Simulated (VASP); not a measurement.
# TiO2 (I4_1/amd) in VASP: single point with PBE

Aim: the single point of TiO2 with PBE.

Program: VASP 6.6.1. These are calculated values, not measurements. Logs are shortened: lines on timing, memory, paths and dates and some standing lists are left out, and cuts for length are marked.

**1. The cell of the first run**

Symmetry: I4_1/amd, No. 141, tetragonal system. Conventional cell: a = 3.784 Å, b = 3.784 Å, c = 9.515 Å, α = 90.00°, β = 90.00°, γ = 90.00°. Ti (site symmetry -4m2) has 6 O at 1.93 to 1.98 Å within 2.6 Å. Within 2.6 Å of O (site symmetry 2mm) lie 3 Ti at 1.93 to 1.98 Å and 2 O at 2.47 Å.

**2. Single point, PBE**

Contents of POSCAR:

```
TiO2
1.0
   -1.8921000000      1.8921000000      4.7573000000
    1.8921000000     -1.8921000000      4.7573000000
    1.8921000000      1.8921000000     -4.7573000000
Ti O
2 4
Direct
    0.0000000000      1.0000000000      0.0000000000
    0.7500000000      0.2500000000      0.5000000000
    0.2081000000      0.2081000000      0.0000000000
    0.7919000000      0.7919000000      0.0000000000
   -0.0419000000      0.4581000000      0.5000000000
    0.5419000000      1.0419000000      0.5000000000
```

Contents of INCAR.step1:

```
SYSTEM = TiO2
PREC = Accurate
ENCUT = 520
EDIFF = 1E-6
ISMEAR = 0
SIGMA = 0.01
LREAL = .False.
LASPH = .True.
NELM = 120
ALGO = Normal
ISIF = 2
LWAVE = .False.
LCHARG = .True.
LMAXMIX = 4
GGA = PE
NBANDS = 33
GGA_COMPAT = .False.
NEDOS = 2001
LORBIT = 11
```

Contents of KPOINTS.step1:

```
Automatic mesh
0
Gamma
  8 8 8
  0 0 0
```

Contents of INCAR.step2:

```
SYSTEM = TiO2
PREC = Accurate
ENCUT = 520
EDIFF = 1E-6
ISMEAR = -5
SIGMA = 0.01
LREAL = .False.
LASPH = .True.
NELM = 120
ALGO = Normal
ISIF = 2
LWAVE = .False.
LCHARG = .False.
LMAXMIX = 4
GGA = PE
LORBIT = 11
NEDOS = 1001
ICHARG = 11
GGA_COMPAT = .False.
```

Contents of KPOINTS.step2:

```
Automatic mesh
0
Gamma
  12 12 12
  0 0 0
```

Potentials or basis: VASP PAW PBE potentials, release 64 (Ti_sv, O).

Started as:

```sh
$ cat potpaw_PBE.64/Ti_sv/POTCAR potpaw_PBE.64/O/POTCAR > POTCAR
$ cp INCAR.step1 INCAR
$ cp KPOINTS.step1 KPOINTS
$ mpirun -np 1 vasp_std > vasp.out
$ cp INCAR.step2 INCAR
$ cp KPOINTS.step2 KPOINTS
$ mpirun -np 1 vasp_std > vasp.out
```

OUTCAR:

```text
SYSTEM = TiO2
   PREC = Accurate
   ENCUT = 520
   EDIFF = 1E-6
   ISMEAR = -5
   LREAL = .False.
   LASPH = .True.
   NELM = 120
   ISIF = 2
   GGA = PE
   LORBIT = 11
   ICHARG = 11

 ion  position               nearest neighbor table
   1  0.000  0.000  0.000-   6 1.93   5 1.93   6 1.93   5 1.93   4 1.98   3 1.98
   2  0.750  0.250  0.500-   4 1.93   3 1.93   4 1.93   3 1.93   5 1.98   6 1.98
   3  0.208  0.208  0.000-   2 1.93   2 1.93   1 1.98
   4  0.792  0.792  0.000-   2 1.93   2 1.93   1 1.98
   5  0.958  0.458  0.500-   1 1.93   1 1.93   2 1.98
   6  0.542  0.042  0.500-   1 1.93   1 1.93   2 1.98

  LATTYP: Found a body centered tetragonal cell.
 ALAT       =     3.7842000000
 C/A-ratio  =     2.5142962846

  Lattice vectors:

 A1 = (  -1.8921000000,   1.8921000000,   4.7573000000)
 A2 = (   1.8921000000,  -1.8921000000,   4.7573000000)
 A3 = (   1.8921000000,   1.8921000000,  -4.7573000000)

Analysis of symmetry for initial positions (statically):
=====================================================================
 Subroutine PRICEL returns:
 Original cell was already a primitive cell.

 Routine SETGRP: Setting up the symmetry group for a
 body centered tetragonal supercell.

 Subroutine GETGRP returns: Found 16 space group operations
 (whereof  8 operations were pure point group operations)
 out of a pool of 16 trial point group operations.

The static configuration has the point symmetry D_2d.
 The point group associated with its full space group is D_4h.

Analysis of symmetry for dynamics (positions and initial velocities):
=====================================================================
 Subroutine PRICEL returns:
 Original cell was already a primitive cell.

 Routine SETGRP: Setting up the symmetry group for a
 body centered tetragonal supercell.

 Subroutine GETGRP returns: Found 16 space group operations
 (whereof  8 operations were pure point group operations)
 out of a pool of 16 trial point group operations.

The dynamic configuration has the point symmetry D_2d.
 The point group associated with its full space group is D_4h.

 Subroutine INISYM returns: Found 16 space group operations
 (whereof  8 operations are pure point group operations),
 and found     1 'primitive' translations

----------------------------------------------------------------------------------------

                                     Primitive cell

  volume of cell :      68.1253

  direct lattice vectors                    reciprocal lattice vectors
    -1.892100000  1.892100000  4.757300000     0.000000000  0.264256646  0.105101633
     1.892100000 -1.892100000  4.757300000     0.264256646  0.000000000  0.105101633
     1.892100000  1.892100000 -4.757300000     0.264256646  0.264256646  0.000000000

  length of vectors
     5.458203744  5.458203744  5.458203744     0.284390450  0.284390450  0.373715333

  position of ions in fractional coordinates (direct lattice)
     0.000000000  0.000000000  0.000000000
     0.750000000  0.250000000  0.500000000
     0.208100000  0.208100000  0.000000000
     0.791900000  0.791900000  0.000000000
     0.958100000  0.458100000  0.500000000
     0.541900000  0.041900000  0.500000000

  ion indices of the primitive-cell ions
   primitive index   ion index
                 1           1
                 2           2
                 3           3
                 4           4
                 5           5
                 6           6

----------------------------------------------------------------------------------------

 KPOINTS: Automatic mesh

Automatic generation of k-mesh.
 Grid dimensions read from file:
 generate k-points for:   12   12   12

 Generating k-lattice:

  Cartesian coordinates                     Fractional coordinates (reciprocal lattice)
     0.000000000  0.022021387  0.008758469     0.083333333  0.000000000 -0.000000000
     0.022021387  0.000000000  0.008758469     0.000000000  0.083333333 -0.000000000
     0.022021387  0.022021387  0.000000000     0.000000000  0.000000000  0.083333333

  Length of vectors
     0.023699204  0.023699204  0.031142944

  Shift w.r.t. Gamma in fractional coordinates (k-lattice)
     0.000000000  0.000000000  0.000000000

 TETIRR: Found   2206 inequivalent tetrahedra from    10368

 Subroutine IBZKPT returns following result:
 ===========================================

 Found    163 irreducible k-points:

 Following reciprocal coordinates:
            Coordinates               Weight
  0.000000  0.000000  0.000000      1.000000
  0.083333 -0.000000  0.000000      8.000000
  0.166667 -0.000000  0.000000      8.000000
  0.250000  0.000000  0.000000      8.000000
  0.333333  0.000000  0.000000      8.000000
  0.416667 -0.000000  0.000000      8.000000
[... 16 lines left out ...]
  0.500000  0.166667  0.000000     16.000000
 -0.416667  0.166667 -0.000000     16.000000
 [... further k-points ...]
   k-points           NKPTS =    163   k-points in BZ     NKDIM =    163   number of bands    NBANDS=     28
   number of dos      NEDOS =   1001   number of ions     NIONS =      6
   total plane-waves  NPLWV =  74088
   dimension x,y,z NGX =    42 NGY =   42 NGZ =   42
   dimension x,y,z NGXF=    84 NGYF=   84 NGZF=   84
   ions per type =               2   4
   NGX,Y,Z   is equivalent  to a cutoff of  12.79, 12.79, 12.79 a.u.
   NGXF,Y,Z  is equivalent  to a cutoff of  25.58, 25.58, 25.58 a.u.
 SYSTEM =  TiO2
   PREC   = accura    normal or accurate (medium, high low for compatibility)
   ISTART =      0    job   : 0-new  1-cont  2-samecut
   ICHARG =     11    charge: 1-file 2-atom 10-const
   ISPIN  =      1    spin polarized calculation?
   LNONCOLLINEAR =      F non collinear calculations
   LSORBIT =      F    spin-orbit coupling
   LASPH  =      T    aspherical Exc in radial PAW
   ENCUT  =  520.0 eV  38.22 Ry    6.18 a.u.  10.15 10.15 10.15*2*pi/ulx,y,z
   NELM   =    120;   NELMIN=  2; NELMDL=  0     # of ELM steps
   EDIFF  = 0.1E-05   stopping-criterion for ELM
   LREAL  =      F    real-space projection
   EDIFFG = 0.1E-04   stopping-criterion for IOM
   NSW    =      0    number of steps for IOM
   IBRION =     -1    ionic relax: 0-MD 1-quasi-New 2-CG
   NFREE  =      0    steps in history (QN), initial steepest desc. (CG)
   ISIF   =      2    stress and relaxation
   ISYM   =      2    0-nonsym 1-usesym 2-fastsym
   POTIM  = 0.5000    time-step for ionic-motion
   TEBEG  =    0.0;   TEEND  =   0.0 temperature during run
   PSTRESS=    0.0 pullay stress
   NELECT =      48.0000    total number of electrons
   NUPDOWN=      -1.0000    fix difference up-down
   EMIN   =  10.00;   EMAX   =-10.00  energy-range for DOS
   EFERMI =   0.00;   METHOD = LEGACY
   ISMEAR =    -5;   SIGMA  =   0.01  broadening in eV -4-tet -1-fermi 0-gaus
   EFERMI_NEDOS =   21; number of points for ismear=-14 and -15
   IALGO  =     38    algorithm
   IMIX   =      4    mixing-type and parameters
     AMIX     =   0.40;   BMIX     =  1.00
     AMIX_MAG =   1.60;   BMIX_MAG =  1.00
  volume/ion in A,a.u.               =      11.35        76.62
  Fermi-wavevector in a.u.,A,eV,Ry     =   1.456752  2.752862 28.873289  2.122127
  Thomas-Fermi vector in A             =   2.573634
   LORBIT       =     11    0 simple, 1 ext, 2 COOP (PROOUT), +10 PAW based schemes
   GGA     = PE    functional components
   LHFCALC =     F    Hartree Fock is set to
   AEXX    =    0.0000 exact exchange contribution
   IVDW    =     0    specifies the selected vdW correction
   LEPSILON=     F    determine dielectric tensor
   LRPA    =     F    only Hartree local field effects (RPA)
 non-spin polarized calculation
 Fermi weights with tetrahedron method with Bloechl corrections
  energy-cutoff  :      520.00
  volume of cell :       68.13
 maximum number of plane-waves:      1850
 NGX is ok and might be reduce to    42

 number of electron      47.9999989 magnetization

 Free energy of the ion-electron system (eV)
  ---------------------------------------------------
  ext. energy  EPLUGINS =         0.00000000
  ---------------------------------------------------
  free energy    TOTEN  =       -53.82577886 eV

  energy without entropy =      -53.82577886  energy(sigma->0) =      -53.82577886

 E-fermi :   3.4199     XC(G=0): -10.7369

 val. band max:        3.4041732119   @ k =  -0.4167   0.4167   0.0000
 cond. band min:       5.5048726688   @ k =   0.0000   0.0000   0.0000
 fundamental gap:      2.1006994569
 Fermi energy:         3.4199125637

 k-point     1 :       0.0000    0.0000    0.0000
  band No.  band energies     occupation
      1     -52.9928      2.00000
      2     -52.9322      2.00000
      3     -29.4598      2.00000
      4     -29.2184      2.00000
      5     -29.2184      2.00000
      6     -29.1465      2.00000
[... 20 lines left out ...]
     27       7.3854      0.00000
     28       7.4049      0.00000

 k-point     2 :       0.0833   -0.0000    0.0000
  band No.  band energies     occupation
      1     -52.9919      2.00000
      2     -52.9328      2.00000
      3     -29.4578      2.00000
      4     -29.2276      2.00000
      5     -29.2191      2.00000
      6     -29.1502      2.00000
[... 20 lines left out ...]
     27       7.1698      0.00000
     28       7.2834      0.00000

 k-point     3 :       0.1667   -0.0000    0.0000
  band No.  band energies     occupation
      1     -52.9892      2.00000
      2     -52.9346      2.00000
      3     -29.4525      2.00000
      4     -29.2520      2.00000
      5     -29.2208      2.00000
      6     -29.1597      2.00000
[... 616 lines left out ...]
      3     -29.4316      2.00000
      4     -29.3551      2.00000
      5     -29.2471      2.00000
      6     -29.2052      2.00000
[... 20 lines left out ...]
     27       7.0543      0.00000
     28       7.1500      0.00000

 k-point    24 :      -0.4167    0.1667   -0.0000
  band No.  band energies     occupation
      1     -52.9760      2.00000
      2     -52.9437      2.00000
      3     -29.4413      2.00000
      4     -29.3418      2.00000
      5     -29.2451      2.00000
      6     -29.2048      2.00000
[... 20 lines left out ...]
     27       7.0070      0.00000
     28       7.1486      0.00000

 [... further k-points ...]
[... 5 lines left out ...]
  --------------------------------------------------------------------------------------
  -------------------------------------------------------------------------------------
  Total        2.3074447      2.3074447      2.8942500      0.0000000     -0.0000000      0.0000000
  in kB       54.2666715     54.2666715     68.0672063      0.0000000     -0.0000000      0.0000000
  external PRESSURE =      58.8668497 kB  Pullay stress =       0.0000000 kB

 VOLUME and BASIS-vectors are now :
 -----------------------------------------------------------------------------
  energy-cutoff  :      520.00
  volume of cell :       68.13
      direct lattice vectors                 reciprocal lattice vectors
    -1.892100000  1.892100000  4.757300000     0.000000000  0.264256646  0.105101633
     1.892100000 -1.892100000  4.757300000     0.264256646  0.000000000  0.105101633
     1.892100000  1.892100000 -4.757300000     0.264256646  0.264256646  0.000000000

 POSITION                                       TOTAL-FORCE (eV/Angst)
 -----------------------------------------------------------------------------------
      0.00000      0.00000      0.00000        -0.000000     -0.000000      0.000000
      0.00000      1.89210      2.37865        -0.000000     -0.000000      0.000000
      0.00000      0.00000      1.97999         0.000000     -0.000000      0.124531
      0.00000      0.00000      7.53461         0.000000     -0.000000     -0.124531
      0.00000      1.89210      4.35864        -0.000000      0.000000      0.124531
      0.00000      1.89210      0.39866        -0.000000      0.000000     -0.124531
 -----------------------------------------------------------------------------------
    total drift:                                0.000000     -0.000000      0.000000

  FREE ENERGIE OF THE ION-ELECTRON SYSTEM (eV)
  ---------------------------------------------------
  free  energy   TOTEN  =       -53.8257788631 eV

  energy  without entropy=      -53.8257788631  energy(sigma->0) =      -53.82577886

 total charge

# of ion       s       p       d       tot
------------------------------------------
    1        2.226   6.301   1.753  10.280
    2        2.226   6.301   1.753  10.280
    3        1.573   3.507   0.000   5.080
    4        1.573   3.507   0.000   5.080
    5        1.573   3.507   0.000   5.080
    6        1.573   3.507   0.000   5.080
--------------------------------------------------
tot         10.742  26.631   3.507  40.880
```

Run time: 5 min. Hardware: 1 thread of AMD EPYC 9R45 (Zen 5), shared host; peak memory 0.4 GiB.

Results:

| Item | Value |
| --- | --- |
| Valence electrons inside the program's atomic spheres | Ti 10.28; O 5.08 |

Levels at points of the mesh, in eV from the valence-band top:
| k point | band 20 | band 21 | band 22 | band 23 | band 24 | band 25 | band 26 | band 27 | band 28 |
| --- | --- | --- | --- | --- | --- | --- | --- | --- | --- |
| (0.00, 0.00, 0.00) | -0.77 | -0.76 | -0.76 | -0.47 | -0.47 | 2.10 | 2.84 | 3.98 | 4.00 |
| (0.50, 0.00, 0.00) | -1.97 | -1.97 | -0.96 | -0.84 | -0.64 | 3.23 | 3.54 | 3.55 | 3.65 |
| (0.50, 0.50, 0.00) | -2.66 | -2.07 | -2.07 | -0.04 | -0.04 | 3.33 | 3.33 | 3.81 | 3.81 |
| (0.50, 0.50, 0.50) | -1.35 | -1.26 | -1.26 | -0.13 | -0.13 | 2.46 | 2.46 | 3.76 | 3.76 |
